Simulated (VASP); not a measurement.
Wanted: the native input for a VASP 6.6.1 run.

* Task: single point
* Functional: LDA
* Potentials or basis: VASP PAW LDA potentials, release 64 (Cd, S)
* Cutoff: 500 eV
* k mesh: 3 × 2 × 3
* Occupations: fermi-dirac, width 0.05 eV
* Spin: no spin polarisation
* Dipole correction: no
* Further INCAR settings: ALGO = Normal; EDIFF = 1e-06; NBANDS = 26

The structure of CdS lies in POSCAR:

```
CdS
1.0
    3.8984360000      0.0000000000      0.0000000000
    0.0000000000      5.5114920000      0.0000000000
    0.0000000000      0.0000000000      3.8981040000
Cd S
2 2
Direct
    0.5000000000      0.5000000000      0.2430260000
    0.0000000000      0.0000000000      0.7569740000
    0.5000000000      0.0000000000      0.2551630000
    0.0000000000      0.5000000000      0.7448370000
```

These files were run (other wordings do the same):

INCAR

```
SYSTEM = CdS
ALGO     = Normal         ! electronic algorithm
EDIFF    = 1E-6           ! SCF threshold, eV
ENCUT    = 500            ! plane-wave cutoff, eV
GGA_COMPAT= .FALSE.      
ISIF     = 2              ! what is computed and relaxed
ISMEAR   = -1             ! smearing method
LASPH    = .TRUE.         ! aspherical terms in the spheres
LCHARG   = .TRUE.         ! write CHGCAR
LELF     = .TRUE.         ! ELF
LREAL    = .FALSE.        ! projectors in reciprocal space
LVHAR    = .TRUE.       
LWAVE    = .FALSE.        ! write WAVECAR
NBANDS   = 26             ! bands
NELM     = 120            ! most SCF steps
PREC     = Accurate       ! precision mode
SIGMA    = 0.05           ! smearing width, eV
```

KPOINTS

```
k-points
0
G
  3 2 3
  0 0 0
```

Potentials or basis: VASP PAW LDA potentials, release 64 (Cd, S).

Command:

```console
$ cat potpaw_LDA.64/Cd/POTCAR potpaw_LDA.64/S/POTCAR > POTCAR
$ mpirun -np 1 vasp_std > vasp.out
```

Results of the run:

- Pressure: -6.2 GPa
- Largest force: 0.035 eV/Å

Caveat: the k points lie up to 0.57 Å⁻¹ apart.

It took 8.5 s on 1 thread of Intel(R) Xeon(R) 6975P-C (Granite Rapids) (shared host), peak memory 0.15 GiB.
